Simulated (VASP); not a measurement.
# NdZrS2 (I-4m2) in VASP: single point with PBE

Aim: the single point of NdZrS2 with PBE.

Program: VASP 6.6.1. These are calculated values, not measurements. Logs are shortened: lines on timing, memory, paths and dates and some standing lists are left out, and cuts for length are marked.

## 1. The cell of the first run

It takes space group I-4m2 (No. 119, tetragonal). The conventional cell has a = 3.643 Å, b = 3.643 Å, c = 13.236 Å, α = 90.00°, β = 90.00°, γ = 90.00°. Within 4.0 Å of Nd (site symmetry -4m2) lie 8 S at 3.01 Å and 4 Nd at 3.64 Å and 4 Zr at 3.78 Å. Within 3.3 Å of Zr (site symmetry -4m2) lie 4 S at 2.53 Å. Within 3.3 Å of S (site symmetry 2mm) lie 2 Zr at 2.53 Å and 4 Nd at 3.01 Å and 1 S at 3.12 Å.

The cell was generated, and may not be a known phase.

## 2. Single point, PBE

INCAR reads:

```
PREC = Accurate
ENCUT = 500
EDIFF = 1E-6
ISMEAR = 0
SIGMA = 0.2
LREAL = F
LASPH = T
NELM = 200
ALGO = Normal
ISIF = 2
LWAVE = F
LCHARG = F
GGA = PE
NBANDS = 26
GGA_COMPAT = F
LMAXMIX = 6
```

KPOINTS reads:

```
Automatic mesh
0
Gamma
  7 7 7
```

POSCAR reads:

```
NdZrS2
1.0
   -1.8212538760      1.8212538760      6.6178072541
    1.8212538760     -1.8212538760      6.6178072541
    1.8212538760      1.8212538760     -6.6178072541
Nd Zr S
1 1 2
Direct
    0.0000000000      0.0000000000      0.0000000000
    0.2500000000      0.7500000000      0.5000000000
    0.3822702433      0.3822702433      0.0000000000
    0.6177297567      0.6177297567      0.0000000000
```

Potentials or basis: VASP PAW PBE potentials, release 64 (Nd_3, Zr_sv, S), 4f in core.

On the command line:

```
$ cat potpaw_PBE.64/Nd_3/POTCAR potpaw_PBE.64/Zr_sv/POTCAR potpaw_PBE.64/S/POTCAR > POTCAR
$ mpirun -np 1 vasp_std > vasp.out
```

OUTCAR:

```text
PREC = Accurate
   ENCUT = 500
   EDIFF = 1E-6
   ISMEAR = 0
   LREAL = F
   LASPH = T
   NELM = 200
   ISIF = 2
   GGA = PE

 ion  position               nearest neighbor table
   1  0.000  0.000  0.000-   4 3.01   3 3.01   4 3.01   3 3.01   4 3.01   3 3.01   3 3.01   4 3.01
                             2 3.78   2 3.78   2 3.78   2 3.78
   2  0.250  0.750  0.500-   3 2.53   4 2.53   3 2.53   4 2.53   1 3.78   1 3.78   1 3.78   1 3.78

   3  0.382  0.382  0.000-   2 2.53   2 2.53   1 3.01   1 3.01   1 3.01   1 3.01
   4  0.618  0.618  0.000-   2 2.53   2 2.53   1 3.01   1 3.01   1 3.01   1 3.01

  LATTYP: Found a body centered tetragonal cell.
 ALAT       =     3.6425077520
 C/A-ratio  =     3.6336544516

  Lattice vectors:

 A1 = (  -1.8212538760,   1.8212538760,   6.6178072541)
 A2 = (   1.8212538760,  -1.8212538760,   6.6178072541)
 A3 = (   1.8212538760,   1.8212538760,  -6.6178072541)

Analysis of symmetry for initial positions (statically):
=====================================================================
 Subroutine PRICEL returns:
 Original cell was already a primitive cell.

 Routine SETGRP: Setting up the symmetry group for a
 body centered tetragonal supercell.

 Subroutine GETGRP returns: Found  8 space group operations
 (whereof  8 operations were pure point group operations)
 out of a pool of 16 trial point group operations.

The static configuration has the point symmetry D_2d.

Analysis of symmetry for dynamics (positions and initial velocities):
=====================================================================
 Subroutine PRICEL returns:
 Original cell was already a primitive cell.

 Routine SETGRP: Setting up the symmetry group for a
 body centered tetragonal supercell.

 Subroutine GETGRP returns: Found  8 space group operations
 (whereof  8 operations were pure point group operations)
 out of a pool of 16 trial point group operations.

The dynamic configuration has the point symmetry D_2d.

 Subroutine INISYM returns: Found  8 space group operations
 (whereof  8 operations are pure point group operations),
 and found     1 'primitive' translations

----------------------------------------------------------------------------------------

                                     Primitive cell

  volume of cell :      87.8042
[... 78 lines left out ...]
   dimension x,y,z NGX =    54 NGY =   54 NGZ =   54
   dimension x,y,z NGXF=   108 NGYF=  108 NGZF=  108
   ions per type =               1   1   2
   NGX,Y,Z   is equivalent  to a cutoff of  12.64, 12.64, 12.64 a.u.
   NGXF,Y,Z  is equivalent  to a cutoff of  25.28, 25.28, 25.28 a.u.
 SYSTEM =  unknown system
   PREC   = accura    normal or accurate (medium, high low for compatibility)
   ISTART =      0    job   : 0-new  1-cont  2-samecut
   ICHARG =      2    charge: 1-file 2-atom 10-const
   ISPIN  =      1    spin polarized calculation?
   LNONCOLLINEAR =      F non collinear calculations
   LSORBIT =      F    spin-orbit coupling
   LASPH  =      T    aspherical Exc in radial PAW
   ENCUT  =  500.0 eV  36.75 Ry    6.06 a.u.  12.95 12.95 12.95*2*pi/ulx,y,z
   NELM   =    200;   NELMIN=  2; NELMDL= -5     # of ELM steps
   EDIFF  = 0.1E-05   stopping-criterion for ELM
   LREAL  =      F    real-space projection
[... 7 lines left out ...]
   TEBEG  =    0.0;   TEEND  =   0.0 temperature during run
   PSTRESS=    0.0 pullay stress
   NELECT =      35.0000    total number of electrons
   NUPDOWN=      -1.0000    fix difference up-down
   EMIN   =  10.00;   EMAX   =-10.00  energy-range for DOS
   EFERMI =   0.00;   METHOD = LEGACY
   ISMEAR =     0;   SIGMA  =   0.20  broadening in eV -4-tet -1-fermi 0-gaus
   EFERMI_NEDOS =   21; number of points for ismear=-14 and -15
   IALGO  =     38    algorithm
   IMIX   =      4    mixing-type and parameters
     AMIX     =   0.40;   BMIX     =  1.00
     AMIX_MAG =   1.60;   BMIX_MAG =  1.00
  volume/ion in A,a.u.               =      21.95       148.13
  Fermi-wavevector in a.u.,A,eV,Ry     =   1.204830  2.276799 19.750430  1.451616
  Thomas-Fermi vector in A             =   2.340544
   LORBIT       =      0    0 simple, 1 ext, 2 COOP (PROOUT), +10 PAW based schemes
   GGA     = PE    functional components
   LHFCALC =     F    Hartree Fock is set to
   AEXX    =    0.0000 exact exchange contribution
   IVDW    =     0    specifies the selected vdW correction
   LEPSILON=     F    determine dielectric tensor
   LRPA    =     F    only Hartree local field effects (RPA)
 non-spin polarized calculation
 Gauss-broadening in eV      SIGMA  =   0.20
  energy-cutoff  :      500.00
  volume of cell :       87.80
 maximum number of plane-waves:      2260
 NGX is ok and might be reduce to    54
   NGX = 25   NGY = 25   NGZ = 25

 number of electron      34.9999999 magnetization

 Free energy of the ion-electron system (eV)
  ---------------------------------------------------
  ext. energy  EPLUGINS =         0.00000000
  ---------------------------------------------------
  free energy    TOTEN  =       -27.34619215 eV

  energy without entropy =      -27.27747720  energy(sigma->0) =      -27.31183467

 E-fermi :   7.0556     XC(G=0): -10.4859

 val. band max:        7.0510159972   @ k =  -0.4286   0.4286   0.0000
 cond. band min:       7.0668032970   @ k =   0.4286   0.1429   0.0000
 fundamental gap:      0.0157872999
 Fermi energy:         7.0555551420

 k-point     1 :       0.0000    0.0000    0.0000
  band No.  band energies     occupation
      1     -42.5226      2.00000
      2     -31.0772      2.00000
      3     -20.6191      2.00000
      4     -20.5468      2.00000
      5     -20.5468      2.00000
      6     -12.3939      2.00000
[... 685 lines left out ...]
     25      11.6740      0.00000
     26      11.8813      0.00000

 [... further k-points ...]
[... 5 lines left out ...]
  --------------------------------------------------------------------------------------
  -------------------------------------------------------------------------------------
  Total        0.0377992      0.0377992      0.0579993      0.0000000     -0.0000000      0.0000000
  in kB        0.6897284      0.6897284      1.0583225      0.0000000     -0.0000000      0.0000000
  external PRESSURE =       0.8125931 kB  Pullay stress =       0.0000000 kB

 VOLUME and BASIS-vectors are now :
 -----------------------------------------------------------------------------
  energy-cutoff  :      500.00
  volume of cell :       87.80
      direct lattice vectors                 reciprocal lattice vectors
    -1.821253876  1.821253876  6.617807254     0.000000000  0.274536135  0.075553727
     1.821253876 -1.821253876  6.617807254     0.274536135  0.000000000  0.075553727
     1.821253876  1.821253876 -6.617807254     0.274536135  0.274536135  0.000000000

 POSITION                                       TOTAL-FORCE (eV/Angst)
 -----------------------------------------------------------------------------------
      0.00000      0.00000      0.00000         0.000000      0.000000      0.000000
      1.82125      0.00000      3.30890         0.000000      0.000000      0.000000
      0.00000      0.00000      5.05958         0.000000      0.000000      0.040280
      0.00000      0.00000      8.17603        -0.000000     -0.000000     -0.040280
 -----------------------------------------------------------------------------------
    total drift:                               -0.000000      0.000000      0.000000

  FREE ENERGIE OF THE ION-ELECTRON SYSTEM (eV)
  ---------------------------------------------------
  free  energy   TOTEN  =       -27.3461921474 eV

  energy  without entropy=      -27.2774771980  energy(sigma->0) =      -27.31183467
```

stdout:

```text
POSCAR found type information on POSCAR NdZrS
 POSCAR found :  3 types and       4 ions
 scaLAPACK will be used
 LDA part: xc-table for (Slater+PW92), standard interpolation
 POSCAR, INCAR and KPOINTS ok, starting setup
 FFT: planning ... GRIDC
 FFT: planning ... GRID_SOFT
 FFT: planning ... GRID
 WAVECAR not read
 entering main loop
```

Run time: 3.3 min. Hardware: 1 thread of AMD EPYC 9R45 (Zen 5), shared host; peak memory 0.4 GiB.

What came out:

```
Free energy            : -27.3462 eV
Pressure               : 0.1 GPa
Largest force          : 0.040 eV/Å
Band gap on the k mesh : zero (an odd number of electrons rules out a gap without spin polarisation)
```

Forces on the atoms (eV/Å):
```
Nd   0.000  0.000  0.000
Zr   0.000  0.000  0.000
S    0.000  0.000  0.040
S    0.000  0.000 -0.040
```

Caveat: spin-orbit coupling is left out, which moves the levels of the heavy elements; the 4f electrons are frozen in the core, so they carry no moment and show no levels; an odd number of electrons without spin polarisation forces a metal; a magnetic or distorted state may lie lower; the run has no spin polarisation, though such a crystal can be magnetic.
